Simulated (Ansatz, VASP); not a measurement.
**One calculation of Ge, two programs**

INCAR

```
SYSTEM = Ge
PREC = Accurate ; ENCUT = 520
EDIFF = 1E-6 ; ISMEAR = -1
SIGMA = 0.05 ; LREAL = .False.
LASPH = .True. ; NELM = 100
ALGO = Normal ; ISIF = 2
LWAVE = .False. ; LCHARG = .False.
NBANDS = 21
```

Contents of KPOINTS:

```
Automatic mesh
0
Gamma
  10 10 6
  0 0 0
```

Contents of POSCAR:

```
Ge
1.0
    1.5172378428     -2.6455787966      0.0000000000
    1.5172378428      2.6455787966      0.0000000000
    0.0000000000      0.0000000000      4.8203172867
Ge
2
Direct
    0.3334466300      0.6665533700      0.2500000000
    0.6665533700      0.3334466300      0.7500000000
```

Contents of input.yaml:

```yaml
crystal:
  lattice:
    - [1.5172378428, -2.6455787966, 0.0]
    - [1.5172378428, 2.6455787966, 0.0]
    - [0.0, 0.0, 4.8203172867]
  atoms:
    - { symbol: Ge, position: [0.33344663, 0.66655337, 0.25] }
    - { symbol: Ge, position: [0.66655337, 0.33344663, 0.75] }
kpoints:
  mp_grid: { grid: [10, 10, 6] }
scf:
  occupations: { method: fermi_dirac, width: 0.05 }
hamiltonian:
  xc: lda
  pseudopotentials: { kind: all_electron, lapw: { basis_error: 0.001 } }
output:
  forces: true
  stress: true
  eigenvalues: true
```

Change from the starting cell: volume scaled by 1.06.

Alike in both runs: task single point; functional LDA; k mesh 10 × 10 × 6; occupations fermi-dirac, width 0.05 eV; no spin polarisation.

|  | VASP | Ansatz |
| --- | --- | --- |
| version | VASP 6.6.1 | Ansatz 0.2.0 |
| potentials or method | VASP PAW LDA potentials, release 64 (Ge_d), cutoff 520 eV | all-electron LAPW, scalar-relativistic |

Ansatz gave:

| Item | Value |
| --- | --- |
| gap on the k mesh at the Fermi level (eV) | none |
| pressure (GPa) | -5.0 |
| traceless stress, the component that is largest in VASP (GPa) | 1.23 |

Task: What did VASP give for the same quantities?

Result: gap on the k mesh at the Fermi level (eV): none; pressure (GPa): -5.2; traceless stress, the component that is largest in VASP (GPa): 1.24.

LDA's correlation is that of Perdew and Zunger in VASP and of Perdew and Wang (1992) in Ansatz. A gap of «none» marks a metal or a gap that the smearing closes. Ansatz ran all-electron here, and VASP with PAW potentials.
